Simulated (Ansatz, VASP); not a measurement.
## As in VASP and in Ansatz

INCAR

```
PREC = Accurate ; ENCUT = 500
EDIFF = 1E-7 ; ISMEAR = 0
SIGMA = 0.1 ; LREAL = F
LASPH = T ; NELM = 120
ALGO = Normal ; ISIF = 3
LWAVE = F ; LCHARG = F
GGA = PE ; IBRION = 2
NSW = 90 ; EDIFFG = -0.04
GGA_COMPAT = F ; NELMIN = 4
```

File KPOINTS:

```
regular mesh
0
Gamma
  6 6 6
```

The input POSCAR:

```
As
1.0
    0.0000000000      2.6829602200      3.4261282000
    2.4054316100      0.0000000000      3.4261282000
    2.4054316100      2.6829602200      0.0000000000
As
2
Direct
    0.0000000000      0.0000000000      0.0000000000
    0.2500000000      0.2500000000      0.2500000000
```

Input for Ansatz:

```yaml
crystal:
  lattice:
    - [0.0, 2.68296022, 3.4261282]
    - [2.40543161, 0.0, 3.4261282]
    - [2.40543161, 2.68296022, 0.0]
  atoms:
    - { symbol: As, position: [0.0, 0.0, 0.0] }
    - { symbol: As, position: [0.25, 0.25, 0.25] }
basis:
  ecutwfc: 420
kpoints:
  mp_grid: { grid: [6, 6, 6] }
hamiltonian:
  xc: pbe
scf:
  occupations: { method: gaussian, width: 0.1 }
  lower_state_search: "off"
output:
  forces: true
  stress: true
  eigenvalues: true
relax:
  adjacent_minimum: "off"
  f_tol: 0.04
  max_steps: 70
  cell: { stress_tol: 0.4 }
```

Alike in both runs: task relaxation of cell and atoms; functional PBE; k mesh 6 × 6 × 6; occupations gaussian, width 0.1 eV; no spin polarisation.

```csv
,VASP,Ansatz
version,VASP 6.6.1,Ansatz 0.2.0
potentials or method,"VASP PAW PBE potentials, release 64 (As), cutoff 500 eV","scalar-relativistic, plane waves, PAW"
valence electrons in the cell,10,30
```

|  | VASP | Ansatz | Ansatz less VASP |
| --- | --- | --- | --- |
| gap on the k mesh at the Fermi level, each at its own relaxed structure (eV) | none | none | - |
| relaxed volume (Å³/atom) | 25.18 | 25.01 | -0.168 |
| relaxed length of the cell vector where the two differ most in proportion (Å) | 3.845 | 3.814 | -0.0302 |

A gap of «none» marks a metal or a gap that the smearing closes. VASP's potentials hold 10 valence electrons a cell and Ansatz's 30, so a difference there can come from the potentials and not from the codes.
